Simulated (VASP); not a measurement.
The system is PbS.

```
Pb S
1.0
     2.10051    1.21273    3.43019
    -2.10051    1.21273    3.43019
     0.00000   -2.42546    3.43019
Pb S
1 1
Cartesian
  0.0000 0.0000 10.0657
  0.0000 0.0000 4.9133
```

Base run:

| Property | Result |
| --- | --- |
| Program | VASP 6.6.1 |
| Functional | r2SCAN |
| Potentials or basis | VASP PAW PBE potentials, release 64 (Pb_d, S) |
| Cutoff | 520 eV |
| k mesh | 8 × 8 × 8 |
| Occupations | gaussian, width 0.01 eV |
| Spin | no spin polarisation |

Its results: band gap on the k mesh 0.64 eV, direct; pressure 1.0 GPa.

Question: The run is repeated on the same cell with these changes: functional from r2SCAN to PBE. What comes out?

Answer: Band gap on the k mesh 0.38 eV, direct; pressure 1.8 GPa.

r2SCAN gives the wider gap, since meta-GGAs in the generalised Kohn-Sham scheme recover part of the derivative discontinuity.

Caveats: spin-orbit coupling is left out, which moves the levels of the heavy elements; the PAW data sets were made with another functional, which shifts forces and pressure a little (some runs).

A k mesh can miss the band edges.
